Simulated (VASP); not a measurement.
## CaO: single point with r2SCAN0

Crystal: CaO.

```
Ca O
1.0
     0.00000    2.40356    2.40356
     2.40356    0.00000    2.40356
     2.40356    2.40356    0.00000
Ca O
1 1
Direct
  0.00000 0.00000 0.00000
  0.50000 0.50000 0.50000
```

```yaml
Program: VASP 6.6.1
Task: single point
Functional: r2SCAN0
Potentials_or_basis: VASP PAW PBE potentials, release 64 (Ca_sv, O)
Cutoff: 520 eV
k_mesh: 6 × 6 × 6
Occupations: fermi-dirac, width 0.05 eV
Spin: no spin polarisation
```

```yaml
Pressure: -1.1 GPa
Band_gap_on_the_k_mesh: 6.42 eV (least direct gap 6.85 eV)
```

Levels at points of the mesh, in eV from the valence-band top:
| k point | band 6 | band 7 | band 8 | band 9 | band 10 | band 11 |
| --- | --- | --- | --- | --- | --- | --- |
| (0.00, 0.00, 0.00) | 0.00 | 0.00 | 0.00 | 7.42 | 9.39 | 9.39 |
| (0.50, 0.00, 0.00) | -2.82 | -1.27 | -1.27 | 10.26 | 11.27 | 11.86 |
| (0.50, 0.50, 0.00) | -1.45 | -0.43 | -0.43 | 6.42 | 11.42 | 12.45 |

Run time: 37 min on 1 thread of Intel Xeon 8259CL, with other jobs on the host, peak memory 0.18 GiB.

Caveat: the PAW data sets were made with another functional, which shifts forces and pressure a little. A k mesh can miss the band edges.
